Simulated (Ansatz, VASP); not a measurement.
## One calculation of Hf, two programs

```
Hf
1.0
     0.00000    3.28548    3.28548
     3.28548    0.00000    3.28548
     3.28548    3.28548    0.00000
Hf
2
Direct
  0.50000 0.50000 0.50000
  0.75000 0.75000 0.75000
```

Alike in both runs: functional PBE; k mesh 6 × 6 × 6; occupations gaussian, width 0.1 eV; no spin polarisation.

Ansatz relaxed the structure, and its values are those at the end. VASP's run is a single point on that final structure, the one shown.

|  | VASP | Ansatz |
| --- | --- | --- |
| version | VASP 6.6.1 | Ansatz 0.2.0 |
| potentials or method | VASP PAW PBE potentials, release 64 (Hf_pv), cutoff 500 eV | scalar-relativistic, plane waves, PAW |
| valence electrons in the cell | 20 | 52 |

|  | VASP | Ansatz | Ansatz less VASP |
| --- | --- | --- | --- |
| gap on the k mesh at the Fermi level (eV) | none | none | - |
| pressure (GPa) | -0.1 | 0.1 | +0.22 |

A gap of «none» marks a metal or a gap that the smearing closes. The functional is the same, so the differences come from potentials, cutoffs and numerics. VASP's potentials hold 20 valence electrons a cell and Ansatz's 52, so a difference there can come from the potentials and not from the codes.

Neither program's run includes spin-orbit coupling.
